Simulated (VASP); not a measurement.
# Ti12H (a cell with a defect) in VASP: a series of runs

The runs below take Ti12H (a cell with a defect) through single point, with PBE+D3(BJ).

Program: VASP 6.6.1. These are calculated values, not measurements. Logs are shortened: lines on timing, memory, paths and dates and some standing lists are left out, and cuts for length are marked.

## 1. The cell of the first run

The cell holds a defect, 13 atoms: a = 5.900 Å, b = 8.850 Å, c = 4.685 Å, α = 90.00°, β = 90.00°, γ = 120.00°.

## 2. Single point, PBE+D3(BJ)

INCAR reads:

```
SYSTEM = Ti12H
PREC = Accurate ; ENCUT = 520
EDIFF = 1E-6 ; ISMEAR = 0
SIGMA = 0.1 ; LREAL = .FALSE.
LASPH = .TRUE. ; NELM = 100
ALGO = Normal ; ISIF = 2
LWAVE = .FALSE. ; LCHARG = .FALSE.
GGA = PE ; IVDW = 12
NBANDS = 84
```

KPOINTS reads:

```
regular mesh
0
G
  3 2 4
  0 0 0
```

POSCAR reads:

```
Ti12H
1.0
    5.9000000000      0.0000000000      0.0000000000
   -4.4250000000      7.6643250000      0.0000000000
    0.0000000000      0.0000000000      4.6846000000
Ti H
12 1
Direct
   -0.0037421417      0.0002755624     -0.0087520813
    0.1848388014      0.2395199838      0.4935518507
   -0.0004890096      0.3340255013      0.0020985783
    0.1611811808      0.5532350207      0.5027581864
    0.0031162267      0.6681371158      0.0028021603
    0.1708313276      0.8835436911      0.4946556803
    0.4952220751     -0.0024749733      0.0011390514
    0.6687201019      0.2210236387      0.5023148188
    0.5076472283      0.3373135925      0.0011100201
    0.6734408216      0.5591310389      0.5033443624
    0.4940212002      0.6622743686      0.0048309354
    0.6470744553      0.8806043585      0.4947246296
   -0.0001750164      0.0046107126      0.5557505443
```

Potentials or basis: VASP PAW PBE potentials, release 64 (Ti_sv, H).

On the command line:

```
$ cat potpaw_PBE.64/Ti_sv/POTCAR potpaw_PBE.64/H/POTCAR > POTCAR
$ mpirun -np 1 vasp_std > vasp.out
```

OUTCAR:

```text
SYSTEM = Ti12H
   PREC = Accurate
   ENCUT = 520
   EDIFF = 1E-6
   ISMEAR = 0
   LREAL = .FALSE.
   LASPH = .TRUE.
   NELM = 100
   ISIF = 2
   GGA = PE
   IVDW = 12
 IVDW          = 12

 ion  position               nearest neighbor table
   1  0.996  0.000  0.991-
   2  0.185  0.240  0.494-  13 1.82   9 2.84   3 2.85   4 2.85  10 2.86   9 2.90   3 2.91
   3  1.000  0.334  0.002-   2 2.85   4 2.88   4 2.89   8 2.89   8 2.89  11 2.91   2 2.91   9 2.92

   4  0.161  0.553  0.503-   2 2.85   3 2.88  12 2.88   3 2.89  11 2.89   5 2.89   5 2.89   6 2.90
                            11 2.90  10 2.90
   5  0.003  0.668  0.003-   6 2.83  10 2.88  10 2.89   4 2.89   4 2.89   6 2.90   7 2.91
   6  0.171  0.884  0.495-  13 1.82  12 2.82   5 2.83   7 2.85   7 2.89   4 2.90   5 2.90  10 2.90

   7  0.495  0.998  0.001-   6 2.85  12 2.85   6 2.89   8 2.90  12 2.90   8 2.91   5 2.91
   8  0.669  0.221  0.502-   3 2.89   3 2.89   7 2.90   9 2.90   7 2.91   9 2.91
   9  0.508  0.337  0.001-   2 2.84  10 2.89   2 2.90   8 2.90  10 2.90   8 2.91   3 2.92  11 2.92

  10  0.673  0.559  0.503-   2 2.86   5 2.88   9 2.89   5 2.89  11 2.89   9 2.90   6 2.90   4 2.90
                            11 2.91
  11  0.494  0.662  0.005-  12 2.84   4 2.89  10 2.89   4 2.90  10 2.91   3 2.91   9 2.92  12 2.92

  12  0.647  0.881  0.495-  13 1.83   6 2.82  11 2.84   7 2.85   4 2.88   7 2.90  11 2.92
  13  1.000  0.005  0.556-   6 1.82   2 1.82  12 1.83

  LATTYP: Found a simple monoclinic cell.
 ALAT       =     5.9000000000
 B/A-ratio  =     0.7940000000
 C/A-ratio  =     1.3228756849
 COS(beta)  =    -0.1889822323

  Lattice vectors:

 A1 = (   5.9000000000,   0.0000000000,   0.0000000000)
 A2 = (   0.0000000000,   0.0000000000,   4.6846000000)
 A3 = (  -1.4750000000,  -7.6643250000,   0.0000000000)

Analysis of symmetry for initial positions (statically):
=====================================================================
 Subroutine PRICEL returns:
 Original cell was already a primitive cell.

 Routine SETGRP: Setting up the symmetry group for a
 simple monoclinic supercell.

 Subroutine GETGRP returns: Found  1 space group operations
 (whereof  1 operations were pure point group operations)
 out of a pool of  4 trial point group operations.

The static configuration has the point symmetry C_1 .

Analysis of symmetry for dynamics (positions and initial velocities):
=====================================================================
 Subroutine PRICEL returns:
 Original cell was already a primitive cell.

 Routine SETGRP: Setting up the symmetry group for a
 simple monoclinic supercell.

 Subroutine GETGRP returns: Found  1 space group operations
 (whereof  1 operations were pure point group operations)
 out of a pool of  4 trial point group operations.

The dynamic configuration has the point symmetry C_1 .

 Subroutine INISYM returns: Found  1 space group operations
 (whereof  1 operations are pure point group operations),
 and found     1 'primitive' translations

----------------------------------------------------------------------------------------

                                     Primitive cell

  volume of cell :     211.8354

  direct lattice vectors                    reciprocal lattice vectors
     5.900000000  0.000000000  0.000000000     0.169491525  0.097855976  0.000000000
    -4.425000000  7.664325000  0.000000000     0.000000000  0.130474634  0.000000000
     0.000000000  0.000000000  4.684600000     0.000000000  0.000000000  0.213465397

  length of vectors
     5.900000000  8.850000153  4.684600000     0.195711955  0.130474634  0.213465397

  position of ions in fractional coordinates (direct lattice)
     0.996257858  0.000275562  0.991247919
     0.184838801  0.239519984  0.493551851
     0.999510990  0.334025501  0.002098578
     0.161181181  0.553235021  0.502758186
     0.003116227  0.668137116  0.002802160
     0.170831328  0.883543691  0.494655680
[... 57 lines left out ...]
|        The reciprocal lattice is simple monoclinic,                         |
|        whereas your k-lattice is hexagonal.                                 |
|                                                                             |
|     Results are often still useful ...                                      |
|                                                                             |
 -----------------------------------------------------------------------------

 Subroutine IBZKPT returns following result:
 ===========================================

 Found     14 irreducible k-points:

 Following reciprocal coordinates:
            Coordinates               Weight
  0.000000  0.000000  0.000000      1.000000
  0.333333 -0.000000  0.000000      2.000000
  0.000000  0.500000  0.000000      1.000000
  0.333333  0.500000  0.000000      2.000000
  0.000000  0.000000  0.250000      2.000000
  0.333333 -0.000000  0.250000      2.000000
 -0.333333  0.000000  0.250000      2.000000
  0.000000  0.500000  0.250000      2.000000
  0.333333  0.500000  0.250000      2.000000
 -0.333333  0.500000  0.250000      2.000000
  0.000000  0.000000  0.500000      1.000000
  0.333333 -0.000000  0.500000      2.000000
  0.000000  0.500000  0.500000      1.000000
  0.333333  0.500000  0.500000      2.000000
   k-points           NKPTS =     14   k-points in BZ     NKDIM =     14   number of bands    NBANDS=     84
   number of dos      NEDOS =    301   number of ions     NIONS =     13
   total plane-waves  NPLWV = 120960
   dimension x,y,z NGX =    48 NGY =   70 NGZ =   36
   dimension x,y,z NGXF=    96 NGYF=  140 NGZF=   72
   ions per type =              12   1
   NGX,Y,Z   is equivalent  to a cutoff of  13.53, 13.15, 12.78 a.u.
   NGXF,Y,Z  is equivalent  to a cutoff of  27.05, 26.30, 25.55 a.u.
 SYSTEM =  Ti12H
   PREC   = accura    normal or accurate (medium, high low for compatibility)
   ISTART =      0    job   : 0-new  1-cont  2-samecut
   ICHARG =      2    charge: 1-file 2-atom 10-const
   ISPIN  =      1    spin polarized calculation?
   LNONCOLLINEAR =      F non collinear calculations
   LSORBIT =      F    spin-orbit coupling
   LASPH  =      T    aspherical Exc in radial PAW
   ENCUT  =  520.0 eV  38.22 Ry    6.18 a.u.  10.97 16.46  8.71*2*pi/ulx,y,z
   NELM   =    100;   NELMIN=  2; NELMDL= -5     # of ELM steps
   EDIFF  = 0.1E-05   stopping-criterion for ELM
   LREAL  =      F    real-space projection
   EDIFFG = 0.1E-04   stopping-criterion for IOM
   NSW    =      0    number of steps for IOM
   IBRION =     -1    ionic relax: 0-MD 1-quasi-New 2-CG
   NFREE  =      0    steps in history (QN), initial steepest desc. (CG)
   ISIF   =      2    stress and relaxation
   ISYM   =      2    0-nonsym 1-usesym 2-fastsym
   POTIM  = 0.5000    time-step for ionic-motion
   TEBEG  =    0.0;   TEEND  =   0.0 temperature during run
   PSTRESS=    0.0 pullay stress
   NELECT =     145.0000    total number of electrons
   NUPDOWN=      -1.0000    fix difference up-down
   EMIN   =  10.00;   EMAX   =-10.00  energy-range for DOS
   EFERMI =   0.00;   METHOD = LEGACY
   ISMEAR =     0;   SIGMA  =   0.10  broadening in eV -4-tet -1-fermi 0-gaus
   EFERMI_NEDOS =   21; number of points for ismear=-14 and -15
   IALGO  =     38    algorithm
   IMIX   =      4    mixing-type and parameters
     AMIX     =   0.40;   BMIX     =  1.00
     AMIX_MAG =   1.60;   BMIX_MAG =  1.00
  volume/ion in A,a.u.               =      16.30       109.96
  Fermi-wavevector in a.u.,A,eV,Ry     =   1.442773  2.726446 28.321806  2.081594
  Thomas-Fermi vector in A             =   2.561256
   LORBIT       =      0    0 simple, 1 ext, 2 COOP (PROOUT), +10 PAW based schemes
   GGA     = PE    functional components
   LHFCALC =     F    Hartree Fock is set to
   AEXX    =    0.0000 exact exchange contribution
   IVDW    =    12    specifies the selected vdW correction
   LEPSILON=     F    determine dielectric tensor
   LRPA    =     F    only Hartree local field effects (RPA)
 non-spin polarized calculation
 Gauss-broadening in eV      SIGMA  =   0.10
  energy-cutoff  :      520.00
  volume of cell :      211.84
 maximum number of plane-waves:      5706
 NGX is ok and might be reduce to    48
   NGX = 21   NGY = 33   NGZ = 17

 number of electron     145.0000003 magnetization

 Free energy of the ion-electron system (eV)
  ---------------------------------------------------
  ext. energy  EPLUGINS =         0.00000000
  ---------------------------------------------------
  free energy    TOTEN  =       -97.65053929 eV

  energy without entropy =      -97.53626662  energy(sigma->0) =      -97.59340295

 E-fermi :   8.2816     XC(G=0): -11.4691

 val. band max:        8.2740234508   @ k =   0.3333  -0.0000   0.2500
 cond. band min:       8.2852312961   @ k =   0.0000   0.5000   0.0000
 fundamental gap:      0.0112078453
 Fermi energy:         8.2816432333

 k-point     1 :       0.0000    0.0000    0.0000
  band No.  band energies     occupation
      1     -48.7189      2.00000
      2     -48.6104      2.00000
      3     -48.5578      2.00000
      4     -48.5417      2.00000
      5     -48.5161      2.00000
      6     -48.5095      2.00000
[... 1207 lines left out ...]
     83       8.7343      0.00000
     84       8.7408      0.00000

------------------------ aborting loop because EDIFF is reached ----------------------------------------

 Edisp (eV)   -7.28777

 E8    (eV) :    -3.4286

  FORCE on cell =-STRESS in cart. coord.  units (eV):
  Direction    XX          YY          ZZ          XY          YZ          ZX
  --------------------------------------------------------------------------------------
  -------------------------------------------------------------------------------------
  Total      -7.33690    -7.63459    -8.24530     0.33966    -0.03037     0.01927
  in kB     -55.49126   -57.74277   -62.36179     2.56898    -0.22970     0.14574
  external pressure =      -58.53 kB  Pullay stress =        0.00 kB

 VOLUME and BASIS-vectors are now :
 -----------------------------------------------------------------------------
  energy-cutoff  :      520.00
  volume of cell :      211.84
      direct lattice vectors                 reciprocal lattice vectors
     5.900000000  0.000000000  0.000000000     0.169491525  0.097855976  0.000000000
    -4.425000000  7.664325000  0.000000000     0.000000000  0.130474634  0.000000000
     0.000000000  0.000000000  4.684600000     0.000000000  0.000000000  0.213465397

 POSITION                                       TOTAL-FORCE (eV/Angst)
 -----------------------------------------------------------------------------------
      5.87670      0.00211      4.64360         0.000284     -0.002869     -0.068424
      0.03067      1.83576      2.31209        -0.005447     -0.008677     -0.070265
      4.41905      2.56008      0.00983        -0.001965      0.001416     -0.014949
     -1.49710      4.24017      2.35522         0.001829      0.001435     -0.011155
     -2.93812      5.12082      0.01313         0.000521     -0.003937     -0.009126
     -2.90178      6.77177      2.31726        -0.005947      0.010622     -0.060944
     -1.49224      7.64536      0.00534         0.000877      0.000050     -0.015937
      2.96742      1.69400      2.35314        -0.002288      0.006740     -0.004162
      1.50251      2.58528      0.00520         0.004639      0.003618     -0.015183
      1.49915      4.28536      2.35797        -0.006052     -0.006423     -0.003217
     -0.01584      5.07589      0.02263         0.002828     -0.000605      0.007463
     -0.07894      6.74924      2.31759         0.002034      0.009681     -0.072811
      5.87856      0.03534      2.60347         0.008687     -0.011052      0.338709
 -----------------------------------------------------------------------------------
    total drift:                                0.000091      0.000388      0.000351

  FREE ENERGIE OF THE ION-ELECTRON SYSTEM (eV)
  ---------------------------------------------------
  free  energy   TOTEN  =      -104.9383137023 eV

  energy  without entropy=     -104.8240410340  energy(sigma->0) =     -104.88117737
```

Wall time 8.3 min (1 thread of Intel Xeon Platinum 8259CL at 2.50GHz (Skylake/Cascade Lake), shared host); peak memory 0.44 GiB.

Results:

- Free energy: -104.9383 eV
- Pressure: -5.9 GPa
- Largest force: 0.339 eV/Å
- Band gap on the k mesh: zero (an odd number of electrons rules out a gap without spin polarisation)
- Dispersion energy per atom: -0.561 eV

Forces on the atoms (eV/Å):
```
Ti   0.000 -0.003 -0.068
Ti  -0.005 -0.009 -0.070
Ti  -0.002  0.001 -0.015
Ti   0.002  0.001 -0.011
Ti   0.001 -0.004 -0.009
Ti  -0.006  0.011 -0.061
Ti   0.001  0.000 -0.016
Ti  -0.002  0.007 -0.004
Ti   0.005  0.004 -0.015
Ti  -0.006 -0.006 -0.003
Ti   0.003 -0.001  0.007
Ti   0.002  0.010 -0.073
H    0.009 -0.011  0.339
```

Stress tensor (GPa, compression positive):
```
-5.55  0.26  0.01
 0.26 -5.77 -0.02
 0.01 -0.02 -6.24
```

Caveat: the k points lie up to 0.41 Å⁻¹ apart, too coarse for converged energies and pressures of a metal.

## 3. Single point, PBE+D3(BJ)

INCAR reads:

```
SYSTEM = Ti12H
ALGO = Normal
EDIFF = 1E-7
ENCUT = 520
GGA = PE
ISIF = 2
ISMEAR = 0
IVDW = 12
LASPH = .TRUE.
LCHARG = .TRUE.
LELF = .TRUE.
LREAL = .FALSE.
LVHAR = .TRUE.
LWAVE = .FALSE.
NBANDS = 84
NELM = 100
PREC = Accurate
SIGMA = 0.1
```

KPOINTS reads:

```
k-points
0
G
  3 2 4
  0 0 0
```

POSCAR reads:

```
Ti12H
1.0
    5.9000000000      0.0000000000      0.0000000000
   -4.4250000000      7.6643250000      0.0000000000
    0.0000000000      0.0000000000      4.6846000000
Ti H
12 1
Direct
   -0.0038063998      0.0003672861     -0.0058491654
    0.1859713730      0.2405593448      0.4966957691
   -0.0003812114      0.3339344300      0.0009322034
    0.1607574242      0.5530205204      0.5012321223
    0.0032134995      0.6681917847      0.0012743884
    0.1711888835      0.8830276639      0.4972648679
    0.4950454728     -0.0026722510      0.0005639756
    0.6688083116      0.2207342460      0.5011868676
    0.5076885629      0.3372163889      0.0005052726
    0.6739904327      0.5593700685      0.5016353584
    0.4938804486      0.6620948355      0.0022494984
    0.6457805665      0.8798344277      0.4973212227
   -0.0003042882      0.0048186892      0.5274892200
```

Potentials or basis: VASP PAW PBE potentials, release 64 (Ti_sv, H).

On the command line:

```
$ cat potpaw_PBE.64/Ti_sv/POTCAR potpaw_PBE.64/H/POTCAR > POTCAR
$ mpirun -np 1 vasp_std > vasp.out
```

OUTCAR:

```text
SYSTEM = Ti12H
   EDIFF = 1E-7
   ENCUT = 520
   GGA = PE
   ISIF = 2
   ISMEAR = 0
   IVDW = 12
   LASPH = .TRUE.
   LREAL = .FALSE.
   NELM = 100
   PREC = Accurate
 IVDW          = 12

 ion  position               nearest neighbor table
   1  0.996  0.000  0.994-
   2  0.186  0.241  0.497-  13 1.81   4 2.84   9 2.85  10 2.85   3 2.86   9 2.88   3 2.89
   3  1.000  0.334  0.001-   2 2.86   4 2.88   4 2.88   8 2.89   8 2.89   2 2.89  11 2.91   9 2.92

[... 1471 lines left out ...]

 VOLUME and BASIS-vectors are now :
 -----------------------------------------------------------------------------
  energy-cutoff  :      520.00
  volume of cell :      211.84
      direct lattice vectors                 reciprocal lattice vectors
     5.900000000  0.000000000  0.000000000     0.169491525  0.097855976  0.000000000
    -4.425000000  7.664325000  0.000000000     0.000000000  0.130474634  0.000000000
     0.000000000  0.000000000  4.684600000     0.000000000  0.000000000  0.213465397

 POSITION                                       TOTAL-FORCE (eV/Angst)
 -----------------------------------------------------------------------------------
      5.87592      0.00282      4.65720         0.000687     -0.001428     -0.079897
      0.03276      1.84373      2.32682        -0.006615      0.014456     -0.046450
      4.42009      2.55938      0.00437        -0.002566     -0.000308     -0.008000
     -1.49865      4.23853      2.34807        -0.003135     -0.004504     -0.008150
     -2.93779      5.12124      0.00597         0.000834     -0.001444     -0.005790
     -2.89738      6.76781      2.32949         0.000085      0.006378     -0.041561
     -1.49241      7.64384      0.00264         0.000480     -0.001425     -0.008354
      2.96922      1.69178      2.34786        -0.002540      0.003515      0.000706
      1.50318      2.58454      0.00237         0.006827      0.003748     -0.008093
      1.50133      4.28719      2.34996        -0.002275     -0.000808     -0.000461
     -0.01588      5.07451      0.01054         0.002625     -0.002801      0.003752
     -0.08316      6.74334      2.32975        -0.010609      0.000308     -0.049982
      5.87688      0.03693      2.47108         0.016204     -0.015689      0.252280
 -----------------------------------------------------------------------------------
    total drift:                                0.000133     -0.000186      0.000170

  FREE ENERGIE OF THE ION-ELECTRON SYSTEM (eV)
  ---------------------------------------------------
  free  energy   TOTEN  =      -104.8931680235 eV

  energy  without entropy=     -104.7775107731  energy(sigma->0) =     -104.83533940
```

Wall time 9.2 min (1 thread of Intel Xeon Platinum 8259CL at 2.50GHz (Skylake/Cascade Lake), shared host); peak memory 0.43 GiB.

What came out:

| Item | Value |
| --- | --- |
| Free energy | -104.8932 eV |
| Pressure | -5.9 GPa |
| Largest force | 0.253 eV/Å |
| Band gap on the k mesh | zero (an odd number of electrons rules out a gap without spin polarisation) |
| Dispersion energy per atom | -0.561 eV |

Forces on the atoms (eV/Å):
```
Ti   0.001 -0.001 -0.080
Ti  -0.007  0.014 -0.046
Ti  -0.003  0.000 -0.008
Ti  -0.003 -0.005 -0.008
Ti   0.001 -0.001 -0.006
Ti   0.000  0.006 -0.042
Ti   0.000 -0.001 -0.008
Ti  -0.003  0.004  0.001
Ti   0.007  0.004 -0.008
Ti  -0.002 -0.001  0.000
Ti   0.003 -0.003  0.004
Ti  -0.011  0.000 -0.050
H    0.016 -0.016  0.252
```

Caveat: the k points lie up to 0.41 Å⁻¹ apart, too coarse for converged energies and pressures of a metal.

(Part 1 of 2 ends here.)
